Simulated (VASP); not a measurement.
# Si (Pm-3m) in VASP: further runs

Si is run at these levels: r2SCAN; tasks: single point, relaxation of cell and atoms.

All numbers are computed with VASP 6.6.1; they aren't measurements. Logs are shortened: lines on timing, memory, paths and dates and some standing lists are left out, and cuts for length are marked.

## (1) The cell of the first run

The structure is cubic, space group Pm-3m (No. 221). The conventional cell has a = 2.520 Å, b = 2.520 Å, c = 2.520 Å, α = 90.00°, β = 90.00°, γ = 90.00°. Within 3.3 Å of Si (site symmetry m-3m) lie 6 Si at 2.52 Å.

This isn't the form of Si at room conditions, which is diamond.

## (2) Single point, r2SCAN

POSCAR

```
Si
1.0
    2.5201216971      0.0000000000      0.0000000000
    0.0000000000      2.5201216971      0.0000000000
    0.0000000000      0.0000000000      2.5201216971
Si
1
Direct
    0.0000000000      0.0000000000      0.0000000000
```

INCAR.step1

```
SYSTEM = Si
  PREC = Accurate
  ENCUT = 550
  ISMEAR = 0
  SIGMA = 0.1
  LREAL = .False.
  LASPH = .True.
  NELM = 120
  NBANDS = 8
  GGA = PE
  ALGO = Normal
  EDIFF = 1E-5
  LWAVE = .True.
  LCHARG = .False.
  GGA_COMPAT = .False.
```

INCAR.step2

```
SYSTEM = Si
  PREC = Accurate
  ENCUT = 550
  EDIFF = 1E-6
  ISMEAR = 0
  SIGMA = 0.1
  LREAL = .False.
  LASPH = .True.
  NELM = 120
  ALGO = Normal
  ISIF = 2
  LWAVE = .False.
  LCHARG = .True.
  METAGGA = R2SCAN
  LMIXTAU = .True.
  LELF = .True.
  LVHAR = .True.
  NBANDS = 8
  ISTART = 1
  GGA_COMPAT = .False.
```

KPOINTS

```
Automatic mesh
0
Gamma
  6 6 6
  0 0 0
```

Potentials or basis: VASP PAW PBE potentials, release 64 (Si).

Started as:

```
$ cat potpaw_PBE.64/Si/POTCAR > POTCAR
$ cp INCAR.step1 INCAR
$ mpirun -np 1 vasp_std > vasp.out
$ cp INCAR.step2 INCAR
$ mpirun -np 1 vasp_std > vasp.out
```

OUTCAR:

```text
SYSTEM = Si
   PREC = Accurate
   ENCUT = 550
   EDIFF = 1E-6
   ISMEAR = 0
   LREAL = .False.
   LASPH = .True.
   NELM = 120
   ISIF = 2
   METAGGA = R2SCAN
   ISTART = 1

 ion  position               nearest neighbor table
   1  0.000  0.000  0.000-

  LATTYP: Found a simple cubic cell.
 ALAT       =     2.5201216971

  Lattice vectors:

 A1 = (   2.5201216971,   0.0000000000,   0.0000000000)
 A2 = (   0.0000000000,   2.5201216971,   0.0000000000)
 A3 = (   0.0000000000,   0.0000000000,   2.5201216971)

Analysis of symmetry for initial positions (statically):
=====================================================================
 Subroutine PRICEL returns:
 Original cell was already a primitive cell.

 Routine SETGRP: Setting up the symmetry group for a
 simple cubic supercell.

 Subroutine GETGRP returns: Found 48 space group operations
 (whereof 48 operations were pure point group operations)
 out of a pool of 48 trial point group operations.

The static configuration has the point symmetry O_h .

Analysis of symmetry for dynamics (positions and initial velocities):
=====================================================================
 Subroutine PRICEL returns:
 Original cell was already a primitive cell.

 Routine SETGRP: Setting up the symmetry group for a
 simple cubic supercell.

 Subroutine GETGRP returns: Found 48 space group operations
 (whereof 48 operations were pure point group operations)
 out of a pool of 48 trial point group operations.

The dynamic configuration has the point symmetry O_h .

 Subroutine INISYM returns: Found 48 space group operations
 (whereof 48 operations are pure point group operations),
 and found     1 'primitive' translations

----------------------------------------------------------------------------------------

                                     Primitive cell

  volume of cell :      16.0053

  direct lattice vectors                    reciprocal lattice vectors
     2.520121697  0.000000000  0.000000000     0.396806234  0.000000000  0.000000000
     0.000000000  2.520121697  0.000000000     0.000000000  0.396806234  0.000000000
     0.000000000  0.000000000  2.520121697     0.000000000  0.000000000  0.396806234

  length of vectors
     2.520121697  2.520121697  2.520121697     0.396806234  0.396806234  0.396806234

  position of ions in fractional coordinates (direct lattice)
     0.000000000  0.000000000  0.000000000

  ion indices of the primitive-cell ions
   primitive index   ion index
                 1           1

----------------------------------------------------------------------------------------

 KPOINTS: Automatic mesh

Automatic generation of k-mesh.
 Grid dimensions read from file:
 generate k-points for:    6    6    6

 Generating k-lattice:

  Cartesian coordinates                     Fractional coordinates (reciprocal lattice)
     0.066134372  0.000000000  0.000000000     0.166666667  0.000000000  0.000000000
     0.000000000  0.066134372  0.000000000     0.000000000  0.166666667  0.000000000
     0.000000000  0.000000000  0.066134372     0.000000000  0.000000000  0.166666667

  Length of vectors
     0.066134372  0.066134372  0.066134372

  Shift w.r.t. Gamma in fractional coordinates (k-lattice)
     0.000000000  0.000000000  0.000000000

 Subroutine IBZKPT returns following result:
 ===========================================

 Found     20 irreducible k-points:

 Following reciprocal coordinates:
            Coordinates               Weight
  0.000000  0.000000  0.000000      1.000000
  0.166667  0.000000  0.000000      6.000000
  0.333333  0.000000  0.000000      6.000000
  0.500000  0.000000  0.000000      3.000000
  0.166667  0.166667  0.000000     12.000000
  0.333333  0.166667  0.000000     24.000000
[... 12 lines left out ...]
  0.500000  0.500000  0.333333      6.000000
  0.500000  0.500000  0.500000      1.000000
   k-points           NKPTS =     20   k-points in BZ     NKDIM =     20   number of bands    NBANDS=      8
   number of dos      NEDOS =    301   number of ions     NIONS =      1
   total plane-waves  NPLWV =   8000
   dimension x,y,z NGX =    20 NGY =   20 NGZ =   20
   dimension x,y,z NGXF=    40 NGYF=   40 NGZF=   40
   ions per type =               1
   NGX,Y,Z   is equivalent  to a cutoff of  13.19, 13.19, 13.19 a.u.
   NGXF,Y,Z  is equivalent  to a cutoff of  26.39, 26.39, 26.39 a.u.
 SYSTEM =  Si
   PREC   = accura    normal or accurate (medium, high low for compatibility)
   ISTART =      1    job   : 0-new  1-cont  2-samecut
   ICHARG =      0    charge: 1-file 2-atom 10-const
   ISPIN  =      1    spin polarized calculation?
   LNONCOLLINEAR =      F non collinear calculations
   LSORBIT =      F    spin-orbit coupling
   LASPH  =      T    aspherical Exc in radial PAW
   ENCUT  =  550.0 eV  40.42 Ry    6.36 a.u.   4.82  4.82  4.82*2*pi/ulx,y,z
   NELM   =    120;   NELMIN=  2; NELMDL=  0     # of ELM steps
   EDIFF  = 0.1E-05   stopping-criterion for ELM
   LREAL  =      F    real-space projection
   EDIFFG = 0.1E-04   stopping-criterion for IOM
   NSW    =      0    number of steps for IOM
   IBRION =     -1    ionic relax: 0-MD 1-quasi-New 2-CG
   NFREE  =      0    steps in history (QN), initial steepest desc. (CG)
   ISIF   =      2    stress and relaxation
   ISYM   =      2    0-nonsym 1-usesym 2-fastsym
   POTIM  = 0.5000    time-step for ionic-motion
   TEBEG  =    0.0;   TEEND  =   0.0 temperature during run
   PSTRESS=    0.0 pullay stress
   NELECT =       4.0000    total number of electrons
   NUPDOWN=      -1.0000    fix difference up-down
   EMIN   =  10.00;   EMAX   =-10.00  energy-range for DOS
   EFERMI =   0.00;   METHOD = LEGACY
   ISMEAR =     0;   SIGMA  =   0.10  broadening in eV -4-tet -1-fermi 0-gaus
   EFERMI_NEDOS =   21; number of points for ismear=-14 and -15
   IALGO  =     38    algorithm
   IMIX   =      4    mixing-type and parameters
     AMIX     =   0.40;   BMIX     =  1.00
     AMIX_MAG =   1.60;   BMIX_MAG =  1.00
  volume/ion in A,a.u.               =      16.01       108.01
  Fermi-wavevector in a.u.,A,eV,Ry     =   1.031193  1.948672 14.467879  1.063359
  Thomas-Fermi vector in A             =   2.165329
   LORBIT       =      0    0 simple, 1 ext, 2 COOP (PROOUT), +10 PAW based schemes
   METAGGA = R2SCAN    functional components
   LHFCALC =     F    Hartree Fock is set to
   AEXX    =    0.0000 exact exchange contribution
   IVDW    =     0    specifies the selected vdW correction
   LEPSILON=     F    determine dielectric tensor
   LRPA    =     F    only Hartree local field effects (RPA)
 non-spin polarized calculation
 Gauss-broadening in eV      SIGMA  =   0.10
  energy-cutoff  :      550.00
  volume of cell :       16.01
 maximum number of plane-waves:       487
 NGX is ok and might be reduce to    20
   NGX =  9   NGY =  9   NGZ =  9

 number of electron       4.0000000 magnetization

 Free energy of the ion-electron system (eV)
  ---------------------------------------------------
  ext. energy  EPLUGINS =         0.00000000
  ---------------------------------------------------
  free energy    TOTEN  =        -8.30992934 eV

  energy without entropy =       -8.30365333  energy(sigma->0) =       -8.30679133

 E-fermi :   8.6933     XC(G=0): -11.2286

 val. band max:        8.6897004871   @ k =   0.3333   0.3333   0.3333
 cond. band min:       8.7978856322   @ k =   0.3333   0.3333   0.1667
 fundamental gap:      0.1081851451
 Fermi energy:         8.6933395122

 k-point     1 :       0.0000    0.0000    0.0000
  band No.  band energies     occupation
      1      -5.6225      2.00000
      2      16.2351      0.00000
      3      16.2351      0.00000
      4      16.6675      0.00000
      5      16.6675      0.00000
      6      16.6675      0.00000
      7      25.8061      0.00000
      8      34.8148      0.00000

 k-point     2 :       0.1667    0.0000    0.0000
  band No.  band energies     occupation
      1      -4.9668      2.00000
      2      10.3878      0.00000
      3      16.7556      0.00000
      4      17.2138      0.00000
      5      17.2138      0.00000
      6      21.5498      0.00000
      7      28.1058      0.00000
      8      31.3165      0.00000

 k-point     3 :       0.3333    0.0000    0.0000
  band No.  band energies     occupation
      1      -3.0424      2.00000
      2       4.9706      2.00000
      3      18.0862      0.00000
      4      18.7791      0.00000
      5      18.7791      0.00000
      6      24.7368      0.00000
      7      26.6002      0.00000
      8      26.6002      0.00000

 k-point     4 :       0.5000    0.0000    0.0000
  band No.  band energies     occupation
      1      -0.6983      2.00000
      2       1.4365      2.00000
      3      19.0296      0.00000
      4      20.3481      0.00000
      5      20.3481      0.00000
      6      23.9132      0.00000
      7      23.9132      0.00000
      8      27.0361      0.00000

 k-point     5 :       0.1667    0.1667    0.0000
  band No.  band energies     occupation
      1      -4.3126      2.00000
      2      10.2487      0.00000
      3      11.9189      0.00000
      4      17.7567      0.00000
      5      19.8649      0.00000
      6      24.9219      0.00000
      7      26.7213      0.00000
      8      29.7841      0.00000

 k-point     6 :       0.3333    0.1667    0.0000
  band No.  band energies     occupation
      1      -2.3924      2.00000
      2       5.5416      2.00000
      3      12.8742      0.00000
      4      19.3102      0.00000
      5      20.4496      0.00000
      6      23.0377      0.00000
      7      27.0789      0.00000
      8      28.2431      0.00000

 k-point     7 :       0.5000    0.1667    0.0000
  band No.  band energies     occupation
      1      -0.0413      2.00000
      2       2.0323      2.00000
      3      14.3991      0.00000
      4      18.4680      0.00000
      5      20.8614      0.00000
      6      23.6592      0.00000
      7      24.4291      0.00000
      8      28.2882      0.00000
[... 89 lines left out ...]
 k-point    16 :       0.5000    0.5000    0.1667
  band No.  band energies     occupation
      1       5.5073      2.00000
      2       5.8428      2.00000
      3       5.8428      2.00000
      4      10.7159      0.00000
      5      20.1262      0.00000
      6      21.8490      0.00000
      7      21.8490      0.00000
      8      28.4376      0.00000

 k-point    17 :       0.3333    0.3333    0.3333
  band No.  band energies     occupation
      1       2.0351      2.00000
      2       8.6897      1.04104
      3       8.6897      1.04104
      4      12.6407      0.00000
      5      17.8458      0.00000
      6      17.8458      0.00000
      7      19.6511      0.00000
      8      28.0818      0.00000

 k-point    18 :       0.5000    0.3333    0.3333
  band No.  band energies     occupation
      1       4.4182      2.00000
      2       5.9477      2.00000
      3      10.1412      0.00000
      4      14.3966      0.00000
      5      15.1429      0.00000
      6      15.2029      0.00000
      7      19.9990      0.00000
      8      25.4118      0.00000

 k-point    19 :       0.5000    0.5000    0.3333
  band No.  band energies     occupation
      1       7.2501      2.00000
      2       7.4640      2.00000
      3       7.4640      2.00000
      4      12.3782      0.00000
      5      15.4428      0.00000
      6      16.5451      0.00000
      7      16.5451      0.00000
      8      22.7139      0.00000

 k-point    20 :       0.5000    0.5000    0.5000
  band No.  band energies     occupation
      1       8.9520      0.00025
      2       8.9520      0.00025
      3       8.9520      0.00025
      4      12.7245      0.00000
      5      13.8002      0.00000
      6      13.8002      0.00000
      7      13.8002      0.00000
      8      19.9332      0.00000

------------------------ aborting loop because EDIFF is reached ----------------------------------------

  FORCE on cell =-STRESS in cart. coord.  units (eV):
  Direction    XX          YY          ZZ          XY          YZ          ZX
  --------------------------------------------------------------------------------------
  -------------------------------------------------------------------------------------
  Total       -0.0105927     -0.0105927     -0.0105927     -0.0000000      0.0000000     -0.0000000
  in kB       -1.0603631     -1.0603631     -1.0603631     -0.0000000      0.0000000     -0.0000000
  external PRESSURE =      -1.0603631 kB  Pullay stress =       0.0000000 kB

 VOLUME and BASIS-vectors are now :
 -----------------------------------------------------------------------------
  energy-cutoff  :      550.00
  volume of cell :       16.01
      direct lattice vectors                 reciprocal lattice vectors
     2.520121697  0.000000000  0.000000000     0.396806234  0.000000000  0.000000000
     0.000000000  2.520121697  0.000000000     0.000000000  0.396806234  0.000000000
     0.000000000  0.000000000  2.520121697     0.000000000  0.000000000  0.396806234

 POSITION                                       TOTAL-FORCE (eV/Angst)
 -----------------------------------------------------------------------------------
      0.00000      0.00000      0.00000         0.000000      0.000000      0.000000
 -----------------------------------------------------------------------------------
    total drift:                               -0.000000      0.000000      0.000000

  FREE ENERGIE OF THE ION-ELECTRON SYSTEM (eV)
  ---------------------------------------------------
  free  energy   TOTEN  =        -8.3099293377 eV

  energy  without entropy=       -8.3036533264  energy(sigma->0) =       -8.30679133
```

Wall time 16 s (1 thread of Intel Xeon Platinum 8259CL at 2.50GHz (Skylake/Cascade Lake), shared host); peak memory 0.12 GiB.

What came out:

- Free energy: -8.3099 eV
- Pressure: -0.1 GPa
- Band gap on the k mesh: zero (bands 2 and 3 overlap by 10.97 eV)

Caveat: the k points lie up to 0.42 Å⁻¹ apart, too coarse for converged energies and pressures of a metal; the PAW data sets were made with another functional, which shifts forces and pressure a little.

## (3) Single point, r2SCAN

This run uses another cell than the first one, of 21.11 Å³/atom.

POSCAR

```
Si
1.0
    2.7638942892      0.0000000000      0.0000000000
    0.0000000000      2.7638942892      0.0000000000
    0.0000000000      0.0000000000      2.7638942892
Si
1
Direct
    0.0000000000      0.0000000000      0.0000000000
```

INCAR.step1

```
PREC = Accurate
ENCUT = 550
ISMEAR = 0
SIGMA = 0.1
LREAL = F
LASPH = T
NELM = 120
NBANDS = 8
GGA = PE
ALGO = Normal
EDIFF = 1E-5
LWAVE = T
LCHARG = F
GGA_COMPAT = F
```

INCAR.step2

```
PREC = Accurate
ENCUT = 550
EDIFF = 1E-6
ISMEAR = 0
SIGMA = 0.1
LREAL = F
LASPH = T
NELM = 120
ALGO = Normal
ISIF = 2
LWAVE = F
LCHARG = F
METAGGA = R2SCAN
LMIXTAU = T
NBANDS = 8
ISTART = 1
GGA_COMPAT = F
```

KPOINTS

```
regular mesh
0
Gamma
  6 6 6
```

Potentials or basis: VASP PAW PBE potentials, release 64 (Si).

Started as:

```
$ cat potpaw_PBE.64/Si/POTCAR > POTCAR
$ cp INCAR.step1 INCAR
$ mpirun -np 1 vasp_std > vasp.out
$ cp INCAR.step2 INCAR
$ mpirun -np 1 vasp_std > vasp.out
```

It took 15 s on 1 thread of Intel Xeon Platinum 8259CL at 2.50GHz (Skylake/Cascade Lake), shared host; peak memory 0.13 GiB.

Results (log left out):

- Free energy: -7.9789 eV
- Pressure: -16.1 GPa
- Band gap on the k mesh: zero (bands 2 and 3 overlap by 8.81 eV)

Levels at points of the mesh, in eV from the Fermi level:
| k point | band 1 | band 2 | band 3 | band 4 | band 5 | band 6 | band 7 |
| --- | --- | --- | --- | --- | --- | --- | --- |
| (0.00, 0.00, 0.00) | -12.02 | 6.25 | 6.25 | 6.25 | 7.52 | 7.52 | 13.68 |
| (0.50, 0.00, 0.00) | -8.40 | -5.41 | 8.77 | 8.77 | 9.72 | 13.82 | 13.82 |
| (0.50, 0.50, 0.00) | -4.41 | -2.56 | -2.56 | 2.61 | 11.14 | 16.00 | 16.00 |
| (0.50, 0.50, 0.50) | 0.11 | 0.11 | 0.11 | 0.58 | 5.64 | 5.64 | 5.64 |

Caveat: the k points lie up to 0.38 Å⁻¹ apart, too coarse for converged energies and pressures of a metal; the PAW data sets were made with another functional, which shifts forces and pressure a little.

(Part 1 of 2 ends here.)
